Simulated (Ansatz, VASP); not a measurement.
Two plane-wave programs on Bi

INCAR

```
ALGO = Normal
DIPOL = 0.5 0.5 0.500
EDIFF = 1E-7
ENCUT = 520
GGA = PE
IDIPOL = 3
ISIF = 2
ISMEAR = 0
LASPH = True
LCHARG = True
LDIPOL = True
LELF = True
LREAL = False
LVACPOTAV = True
LVHAR = True
LWAVE = False
NBANDS = 22
NELM = 80
PREC = Accurate
SIGMA = 0.02
```

Contents of KPOINTS:

```
k-points
0
Gamma
  9 9 1
```

Contents of POSCAR:

```
Bi
1.0
    4.0700000000      0.0000000000      0.0000000000
   -2.0350000000      3.5247233934      0.0000000000
    0.0000000000      0.0000000000     28.0000000000
Bi
2
Direct
    0.3333333333      0.6666666667      0.5264107143
    0.6666666667      0.3333333333      0.4735892857
```

Input for Ansatz:

```yaml
crystal:
  lattice:
    - [4.07, 0.0, 0.0]
    - [-2.035, 3.5247233934, 0.0]
    - [0.0, 0.0, 28.0]
  atoms:
    - { symbol: Bi, position: [0.3333333333, 0.6666666667, 0.5264107143] }
    - { symbol: Bi, position: [0.6666666667, 0.3333333333, 0.4735892857] }
  periodic: [true, true, false]
basis:
  ecutwfc: 420
kpoints:
  mp_grid: { grid: [9, 9, 1] }
hamiltonian:
  xc: pbe
scf:
  occupations: { method: gaussian, width: 0.02 }
output:
  forces: true
  stress: true
  eigenvalues: true
```

Alike in both runs: task single point; functional PBE; k mesh 9 × 9 × 1; occupations gaussian, width 0.02 eV; no spin polarisation.

|  | VASP | Ansatz |
| --- | --- | --- |
| version | VASP 6.6.1 | Ansatz 0.2.0 |
| potentials or method | VASP PAW PBE potentials, release 64 (Bi_d), cutoff 520 eV | scalar-relativistic, plane waves, PAW |
| valence electrons in the cell | 30 | 30 |

VASP gave:

```
gap on the k mesh at the Fermi level (eV) : 0.80
least direct gap on the mesh (eV)         : 0.80
rms of the force components (eV/Å)        : 2.197
```

What did Ansatz give for the same quantities?

gap on the k mesh at the Fermi level (eV): 0.83; least direct gap on the mesh (eV): 0.83; rms of the force components (eV/Å): 2.176.

Atom by atom the forces differ by 0.021 eV/Å (rms over components).

Neither program's run includes spin-orbit coupling.
